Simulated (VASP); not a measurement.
Se:

```
CELL_PARAMETERS angstrom
0.00000 3.12557 3.12557
3.12557 0.00000 3.12557
3.12557 3.12557 0.00000
ATOMIC_POSITIONS crystal
Se 0.50000 0.50000 0.50000
Se 0.75000 0.75000 0.75000
```

```yaml
Program: VASP 6.6.1
Task: relaxation of cell and atoms
Functional: PBEsol
Dispersion: D3(BJ)
Potentials_or_basis: VASP PAW PBE potentials, release 64 (Se)
Cutoff: 600 eV
k_mesh: 4 × 4 × 4
Occupations: fermi-dirac, width 0.1 eV
Spin: no spin polarisation
```

At the start: pressure -1.4 GPa; volume 30.53 Å³/atom.

Question: How do energy, volume and symmetry change on relaxing?

Answer: Over 3 steps the energy falls by 4.4 meV/atom and the volume is 29.56 Å³/atom (-3.2 %); space group Fd-3m (No. 227, to 0.05 Å).

Step by step:
```tsv
step	energy change (eV)	largest force (eV/Å)	pressure (GPa)	volume (Å³)
1	0.0000	0.0000	-1.41	61.07
2	-0.0084	0.0000	0.33	58.73
3	-0.0088	0.0000	-0.01	59.13
```

Final structure:
```yaml
crystal:
  lattice:
    - [0.00000, 3.09212, 3.09212]
    - [3.09212, 0.00000, 3.09212]
    - [3.09212, 3.09212, 0.00000]
  atoms:
    - { symbol: Se, position: [0.50000, 0.50000, 0.50000] }
    - { symbol: Se, position: [0.75000, 0.75000, 0.75000] }
```

Caveat: the k points lie up to 0.44 Å⁻¹ apart in the final cell; the PAW data sets were made with another functional, which shifts forces and pressure a little; pairwise dispersion overbinds metals, which lowers pressure and volume.
